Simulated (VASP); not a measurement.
MgO, 16 atoms in the cell. The structure is cubic, space group Fm-3m (No. 225). The conventional cell has a = 4.326 Å, b = 4.326 Å, c = 4.326 Å, α = 90.00°, β = 90.00°, γ = 90.00°. Mg (site symmetry m-3m) has 6 O at 2.16 Å within 2.9 Å. O (site symmetry m-3m) has 6 Mg at 2.16 Å within 2.9 Å.  This cell differs from its parent crystal: dynamics (nvt langevin) at 1200 K, volume x 1.04, from the last frame before.

| Item | Value |
| --- | --- |
| Program | VASP 6.6.1 |
| Task | molecular dynamics |
| Functional | PBE |
| Potentials or basis | VASP PAW PBE potentials, release 64 (Mg, O) |
| Cutoff | 440 eV |
| k mesh | 2 × 2 × 2, shifted |
| Occupations | fermi-dirac, width 0.1034 eV |
| Spin | no spin polarisation |
| Dipole correction | no |
| Further INCAR settings | PREC = Normal; LREAL = Auto; ALGO = Normal; EDIFF = 1e-05; ISYM = -1; MAXMIX = 40; IBRION = 0; POTIM = 4.0; NSW = 40 |

Potentials or basis: VASP PAW PBE potentials, release 64 (Mg, O).

Run with:

```sh
$ cat potpaw_PBE.64/Mg/POTCAR potpaw_PBE.64/O/POTCAR > POTCAR
$ mpirun -np 1 vasp_std > vasp.out
```

Hardware: 1 thread of AMD EPYC 9R45 96-Core Processor (Zen 5), on a shared host.

Question: How long does it take, and how much memory?

Answer: It took 7.6 min on 1 thread of AMD EPYC 9R45 96-Core Processor (Zen 5), on a shared host, peak memory 0.19 GiB. Counts: scf iterations 350, k points 4, ion steps 40.
